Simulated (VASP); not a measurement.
Wanted: the native input for a VASP 6.6.1 run.

```yaml
Task: single point
Functional: PBE
Potentials_or_basis: VASP PAW PBE potentials, release 64 (Be, I)
Cutoff: 520 eV
k_mesh: 7 × 7 × 5
Occupations: fermi-dirac, width 0.1 eV
Spin: non-collinear spin, zero start, spin-orbit coupling
Starting_moments: "[[0.0, 0.0, 0.0], [0.0, 0.0, 0.0], [0.0, 0.0, 0.0]] μB"
Dipole_correction: no
Further_INCAR_settings: ALGO = Normal; EDIFF = 1e-06; NBANDS = 24
```

The structure of Be2I lies in POSCAR:

```
Be2I
1.0
    3.5181134300     -1.9014533600      0.0000000000
    3.5181134300      1.9014533600      0.0000000000
   -0.1274235500      0.0000000000      4.5967011300
Be I
2 1
Direct
    0.0140854600      0.7678629200      0.8402420900
    0.2321370800      0.9859145400      0.1597579100
    0.7537784600      0.2462215400      0.5000000000
```

The input as run:

INCAR

```
SYSTEM = Be2I
PREC     = Accurate       ! precision mode
ENCUT    = 520            ! plane-wave cutoff, eV
EDIFF    = 1E-6           ! SCF threshold, eV
ISMEAR   = -1             ! smearing method
SIGMA    = 0.1            ! smearing width, eV
LREAL    = .False.        ! projectors in reciprocal space
LASPH    = .True.         ! aspherical terms in the spheres
NELM     = 150            ! most SCF steps
ALGO     = Normal         ! electronic algorithm
ISIF     = 2              ! what is computed and relaxed
LWAVE    = .False.        ! write WAVECAR
LCHARG   = .False.        ! write CHGCAR
LNONCOLLINEAR= .True.         ! non-collinear magnetism
MAGMOM   = 0 0 0 0 0 0 0 0 0 ! initial moments
LORBIT   = 11             ! projections on sites
LSORBIT  = .True.         ! spin-orbit coupling
GGA_COMPAT= .False.      
LORBMOM  = .True.       
GGA      = PE             ! functional
NBANDS   = 24             ! bands
```

KPOINTS

```
Automatic mesh
0
Gamma
  7 7 5
  0 0 0
```

Potentials or basis: VASP PAW PBE potentials, release 64 (Be, I).

Run with:

```sh
$ cat potpaw_PBE.64/Be/POTCAR potpaw_PBE.64/I/POTCAR > POTCAR
$ mpirun -np 1 vasp_ncl > vasp.out
```

It gave:

| Item | Value |
| --- | --- |
| Pressure | 4.3 GPa |
| Largest force | 1.761 eV/Å |
| Net moment | 0.00 μB per cell |
| Valence electrons inside the program's atomic spheres | Be 0.89; I 4.36 |

Caveat: the stress differs along the axes, from -4 to 11 GPa; forces of over 1 eV/Å act on the atoms, so gaps and moduli don't describe the material at rest.

It took 7.8 min on 1 thread of Intel Xeon 8259CL (shared host), peak memory 0.48 GiB.
